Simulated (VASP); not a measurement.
# WS2 (Tungstenite): single point with RPBE

The system is WS2 (Tungstenite).

```
CELL_PARAMETERS angstrom
3.21069 0.00000 0.00000
-1.60535 2.78054 0.00000
0.00000 0.00000 16.20019
ATOMIC_POSITIONS crystal
W 0.33333 0.66667 0.25000
W 0.66667 0.33333 0.75000
S 0.33333 0.66667 0.65293
S 0.66667 0.33333 0.15293
S 0.33333 0.66667 0.84707
S 0.66667 0.33333 0.34707
```

```
Program             : VASP 6.6.1
Task                : single point
Functional          : RPBE
Potentials or basis : VASP PAW PBE potentials, release 64 (W_sv, S)
Cutoff              : 520 eV
k mesh              : 9 × 9 × 2
Occupations         : methfessel-paxton, width 0.1 eV
Spin                : no spin polarisation
```

- Pressure: -0.1 GPa
- Largest force: 0.012 eV/Å
- Band gap on the k mesh: 1.63 eV, indirect (least direct gap 1.74 eV)

Forces in eV/Å, atoms in the order of the input:
```
W    0.000  0.000  0.000
W    0.000  0.000  0.000
S    0.000  0.000  0.012
S    0.000  0.000  0.012
S    0.000  0.000 -0.012
S    0.000  0.000 -0.012
```

Levels at points of the mesh, in eV from the valence-band top:
```tsv
k point	band 23	band 24	band 25	band 26	band 27	band 28	band 29	band 30
(0.00, 0.00, 0.00)	-1.75	-1.75	-0.21	0.00	2.70	2.70	2.70	2.70
(0.00, 0.00, 0.50)	-1.75	-1.75	-0.10	-0.10	2.70	2.70	2.70	2.70
```

Run time: 45 s on 1 thread of Intel(R) Xeon(R) 6975P-C (Granite Rapids) (shared host), peak memory 0.3 GiB.

Caveat: the PAW data sets were made with another functional, which shifts forces and pressure a little; spin-orbit coupling is left out, which moves the levels of the heavy elements; this functional lacks dispersion, which binds the layers, so the pressure and a relaxed spacing across them are unreliable. Expect the measured gap to be larger: semilocal functionals such as RPBE lack the derivative discontinuity.
